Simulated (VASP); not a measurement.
Here is a VASP 6.6.1 calculation.

INCAR

```
SYSTEM = PbS
PREC = Accurate
ENCUT = 520
EDIFF = 1E-6
ISMEAR = 0
SIGMA = 0.15
LREAL = .FALSE.
LASPH = .TRUE.
NELM = 60
ALGO = Normal
ISIF = 2
LWAVE = .FALSE.
LCHARG = .FALSE.
GGA = PS
NBANDS = 17
```

The input KPOINTS:

```
Automatic mesh
0
G
  14 14 14
  0 0 0
```

The input POSCAR:

```
PbS
1.0
    3.6536590000      0.0000000000      0.0000000000
    0.0000000000      3.6536590000      0.0000000000
    0.0000000000      0.0000000000      3.8363419500
Pb S
1 1
Direct
    0.0000000000      0.0000000000      0.0000000000
    0.5000000000      0.5000000000      0.5000000000
```

Potentials or basis: VASP PAW PBE potentials, release 64 (Pb_d, S).

Launch:

```console
$ cat potpaw_PBE.64/Pb_d/POTCAR potpaw_PBE.64/S/POTCAR > POTCAR
$ mpirun -np 1 vasp_std > vasp.out
```

Q: Estimate the pressure.

A: -5.6 GPa.

Q: Predict the band gap on the k mesh.

A: Zero (band 10 reaches 5.41 eV, above the bottom of band 11 at 4.88 eV).

Stress tensor (GPa, compression positive):
```
-4.27  0.00  0.00
 0.00 -4.27  0.00
 0.00  0.00 -8.12
```

Caveat: the cell differs from its parent crystal (strain +0.000 along x and y, +0.050 along z); the PAW data sets were made with another functional, which shifts forces and pressure a little; spin-orbit coupling is left out, which moves the levels of the heavy elements.
